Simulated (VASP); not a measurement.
# Ge (Fm-3m) in VASP: a series of runs, part 2 of 2

VASP 6.6.1. Earlier steps stand in the parts before.

### Step 3. Relaxation of cell and atoms, PBE

This run uses another cell than the first one, of 19.24 Å³/atom, 0.878 times its volume.

File INCAR:

```
PREC = Accurate
ENCUT = 600
EDIFF = 1E-7
ISMEAR = -1
SIGMA = 0.1
LREAL = False
LASPH = True
NELM = 80
ALGO = Normal
ISIF = 3
LWAVE = False
LCHARG = False
GGA = PE
IBRION = 2
NSW = 80
EDIFFG = -0.01
```

File KPOINTS:

```
Automatic mesh
0
Gamma
  13 13 13
```

File POSCAR:

```
Ge
1.0
    0.0000000000      2.1267354152      2.1267354152
    2.1267354152      0.0000000000      2.1267354152
    2.1267354152      2.1267354152      0.0000000000
Ge
1
Direct
    0.0000000000      0.0000000000      0.0000000000
```

Potentials or basis: VASP PAW PBE potentials, release 64 (Ge_d).

On the command line:

```bash
> cat potpaw_PBE.64/Ge_d/POTCAR > POTCAR
> mpirun -np 1 vasp_std > vasp.out
```

OUTCAR:

```text
PREC = Accurate
   ENCUT = 600
   EDIFF = 1E-7
   ISMEAR = -1
   LREAL = False
   LASPH = True
   NELM = 80
   ISIF = 3
   GGA = PE
   IBRION = 2
   NSW = 80
   EDIFFG = -0.01

 ion  position               nearest neighbor table
   1  0.000  0.000  0.000-

  LATTYP: Found a face centered cubic cell.
 ALAT       =     4.2534708304

  Lattice vectors:

 A1 = (   0.0000000000,   2.1267354152,   2.1267354152)
 A2 = (   2.1267354152,   0.0000000000,   2.1267354152)
 A3 = (   2.1267354152,   2.1267354152,   0.0000000000)

Analysis of symmetry for initial positions (statically):
=====================================================================
 Subroutine PRICEL returns:
 Original cell was already a primitive cell.

 Routine SETGRP: Setting up the symmetry group for a
 face centered cubic supercell.

 Subroutine GETGRP returns: Found 48 space group operations
 (whereof 48 operations were pure point group operations)
 out of a pool of 48 trial point group operations.

The static configuration has the point symmetry O_h .

Analysis of symmetry for dynamics (positions and initial velocities):
=====================================================================
 Subroutine PRICEL returns:
 Original cell was already a primitive cell.

 Routine SETGRP: Setting up the symmetry group for a
 face centered cubic supercell.

 Subroutine GETGRP returns: Found 48 space group operations
 (whereof 48 operations were pure point group operations)
 out of a pool of 48 trial point group operations.

The dynamic configuration has the point symmetry O_h .

 Subroutine INISYM returns: Found 48 space group operations
[... 163 lines left out ...]

 POSITION                                       TOTAL-FORCE (eV/Angst)
 -----------------------------------------------------------------------------------
      0.00000      0.00000      0.00000         0.000000      0.000000     -0.000000
 -----------------------------------------------------------------------------------
    total drift:                               -0.000000      0.000000      0.000000

  FREE ENERGIE OF THE ION-ELECTRON SYSTEM (eV)
  ---------------------------------------------------
  free  energy   TOTEN  =        -4.1909277407 eV

  energy  without entropy=       -4.1755537345  energy(sigma->0) =       -4.18324074

--------------------------------------- Ionic step        2  -------------------------------------------

 number of electron      14.0000014 magnetization

 Free energy of the ion-electron system (eV)
  ---------------------------------------------------
  ext. energy  EPLUGINS =         0.00000000
  ---------------------------------------------------
  free energy    TOTEN  =        -4.19205143 eV

  energy without entropy =       -4.17653367  energy(sigma->0) =       -4.18429255

 E-fermi :   6.4800     XC(G=0): -11.1054

 val. band max:        6.4048659516   @ k =   0.3846   0.2308   0.0000
 cond. band min:       6.5275952828   @ k =  -0.3077   0.4615   0.2308
 fundamental gap:      0.1227293312
 Fermi energy:         6.4799500257

 k-point     1 :       0.0000    0.0000    0.0000
  band No.  band energies     occupation
      1     -18.3271      2.00000
      2     -18.3271      2.00000
      3     -18.3271      2.00000
      4     -18.2835      2.00000
      5     -18.2835      2.00000
      6      -6.4660      2.00000
      7      15.0157      0.00000
      8      15.0157      0.00000
      9      15.0157      0.00000
     10      20.2148      0.00000
     11      20.2148      0.00000
[... 309 lines left out ...]
 k-point    24 :       0.4615    0.1538    0.0000
  band No.  band energies     occupation
      1     -18.3347      2.00000
      2     -18.3133      2.00000
      3     -18.3038      2.00000
      4     -18.2633      2.00000
      5     -18.2401      2.00000
      6      -2.0360      2.00000
      7       3.0505      2.00000
      8      10.3091      0.00000
      9      11.4978      0.00000
     10      15.7839      0.00000
     11      21.2170      0.00000

 [... further k-points ...]
[... 5 lines left out ...]
  --------------------------------------------------------------------------------------
  -------------------------------------------------------------------------------------
  Total       -0.0036085     -0.0036085     -0.0036085      0.0000000     -0.0000000     -0.0000000
  in kB       -0.2948341     -0.2948341     -0.2948341      0.0000000     -0.0000000     -0.0000000
  external PRESSURE =      -0.2948341 kB  Pullay stress =       0.0000000 kB

 VOLUME and BASIS-vectors are now :
 -----------------------------------------------------------------------------
  energy-cutoff  :      600.00
  volume of cell :       19.61
      direct lattice vectors                 reciprocal lattice vectors
    -0.000000000  2.140301175  2.140301175    -0.233611982  0.233611982  0.233611982
     2.140301175  0.000000000  2.140301175     0.233611982 -0.233611982  0.233611982
     2.140301175  2.140301175  0.000000000     0.233611982  0.233611982 -0.233611982

 POSITION                                       TOTAL-FORCE (eV/Angst)
 -----------------------------------------------------------------------------------
      2.14030      2.14030      4.28060         0.000000      0.000000      0.000000
 -----------------------------------------------------------------------------------
    total drift:                               -0.000000     -0.000000     -0.000000

  FREE ENERGIE OF THE ION-ELECTRON SYSTEM (eV)
  ---------------------------------------------------
  free  energy   TOTEN  =        -4.1920514346 eV

  energy  without entropy=       -4.1765336684  energy(sigma->0) =       -4.18429255

 reached required accuracy - stopping structural energy minimisation
```

It took 42 s on 1 thread of Intel Xeon 8259CL, shared host; peak memory 0.15 GiB.

Results:

* Free energy: -4.1921 eV
* Relaxed volume: 19.61 Å³/atom
* Relaxed cell: a = 3.027 Å, b = 3.027 Å, c = 3.027 Å, α = 60.00°, β = 60.00°, γ = 60.00°
* Space group after relaxing (to 0.05 Å): Fm-3m (No. 225)
* Energy gained by relaxing: 1.1 meV/atom
* Ionic steps: 2
* Pressure after relaxing: 0.0 GPa
* Band gap on the k mesh: zero (band 7 reaches 15.02 eV, above the bottom of band 8 at 4.15 eV)

Step by step:
| step | energy change (eV) | largest force (eV/Å) | pressure (GPa) | volume (Å³) |
| --- | --- | --- | --- | --- |
| 1 | 0.0000 | 0.0000 | 1.10 | 19.24 |
| 2 | -0.0011 | 0.0000 | -0.03 | 19.61 |

Final structure:
```yaml
crystal:
  lattice:
    - [0.00000, 2.14030, 2.14030]
    - [2.14030, 0.00000, 2.14030]
    - [2.14030, 2.14030, 0.00000]
  atoms:
    - { symbol: Ge, position: [0.00000, 0.00000, 0.00000] }
```

Levels at points of the mesh, in eV from the Fermi level:
| k point | band 3 | band 4 | band 5 | band 6 | band 7 | band 8 | band 9 | band 10 | band 11 |
| --- | --- | --- | --- | --- | --- | --- | --- | --- | --- |
| (0.00, 0.00, 0.00) | -24.81 | -24.76 | -24.76 | -12.95 | 8.54 | 8.54 | 8.54 | 13.73 | 13.73 |

### Step 4. Single point, PBE

This run uses another cell than the first one, of 19.56 Å³/atom, 0.893 times its volume.

File INCAR:

```
SYSTEM = Ge
ALGO = Normal
EDIFF = 1E-7
ENCUT = 520
GGA = PE
ISIF = 2
ISMEAR = -1
LASPH = .True.
LCHARG = .False.
LREAL = .False.
LWAVE = .False.
NBANDS = 13
NELM = 60
PREC = Accurate
SIGMA = 0.1
```

File KPOINTS:

```
k-points
0
Gamma
  21 21 21
  0 0 0
```

File POSCAR:

```
Ge
1.0
    0.0000000000      2.1385113409      2.1385113409
    2.1385113409      0.0000000000      2.1385113409
    2.1385113409      2.1385113409      0.0000000000
Ge
1
Direct
    0.0000000000      0.0000000000      0.0000000000
```

On the command line:

```bash
> cat potpaw_PBE.64/Ge_d/POTCAR > POTCAR
> mpirun -np 1 vasp_std > vasp.out
```

Run time: 79 s. Hardware: 1 thread of Intel Xeon 8259CL, shared host; peak memory 0.19 GiB.

Results (log left out):

```
Free energy            : -4.1943 eV
Pressure               : 0.1 GPa
Band gap on the k mesh : zero (band 7 reaches 15.07 eV, above the bottom of band 8 at 4.21 eV)
```

Levels at points of the mesh, in eV from the Fermi level:
| k point | band 4 | band 5 | band 6 | band 7 | band 8 | band 9 | band 10 | band 11 |
| --- | --- | --- | --- | --- | --- | --- | --- | --- |
| (0.00, 0.00, 0.00) | -24.76 | -24.76 | -12.96 | 8.56 | 8.56 | 8.56 | 13.76 | 13.76 |

### Step 5. Overview

| task | cell | k mesh | cutoff (eV) | gap on the mesh (eV) | pressure (GPa) |
| --- | --- | --- | --- | --- | --- |
| single point | a = 3.141 Å, angles 60.0°, 1 atom | 14 × 14 × 14 | 520 | none | -5.5 |
| relaxation of cell and atoms | relaxed from a = 3.008 Å, angles 60.0°, 1 atom | 13 × 13 × 13 | 600 | none | 0.0 |
| single point | a = 3.024 Å, angles 60.0°, 1 atom | 21 × 21 × 21 | 520 | none | 0.1 |

Alike in all rows: level PBE; potentials or basis VASP PAW PBE potentials, release 64 (Ge_d); no spin polarisation; smearing fermi-dirac 0.1 eV.

Absolute energies hang on the potentials; compare differences alone.
